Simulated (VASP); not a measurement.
Y, 1 atom in the cell. It takes space group Fm-3m (No. 225, cubic). The conventional cell has a = 4.441 Å, b = 4.441 Å, c = 4.441 Å, α = 90.00°, β = 90.00°, γ = 90.00°. Within 4.1 Å of Y (site symmetry m-3m) lie 12 Y at 3.14 Å. 

| Property | Result |
| --- | --- |
| Program | VASP 6.6.1 |
| Task | single point |
| Functional | RPBE |
| Dispersion | D3(BJ) |
| Potentials or basis | VASP PAW PBE potentials, release 64 (Y_sv) |
| Cutoff | 520 eV |
| k mesh | 9 × 9 × 9 |
| Occupations | fermi-dirac, width 0.05 eV |
| Spin | no spin polarisation |
| Dipole correction | no |
| Further INCAR settings | ALGO = Normal; EDIFF = 1e-07; NBANDS = 12 |

Potentials or basis: VASP PAW PBE potentials, release 64 (Y_sv).

Command:

```console
$ cat potpaw_PBE.64/Y_sv/POTCAR > POTCAR
$ mpirun -np 1 vasp_std > vasp.out
```

Hardware: 1 thread of Intel(R) Xeon(R) 6975P-C (Granite Rapids), with other jobs on the host.

**Question.** Estimate the wall time of this run.

**Answer.** It took 6.3 s on 1 thread of Intel(R) Xeon(R) 6975P-C (Granite Rapids) (shared host), peak memory 0.16 GiB. Counts: scf iterations 13, k points 35.
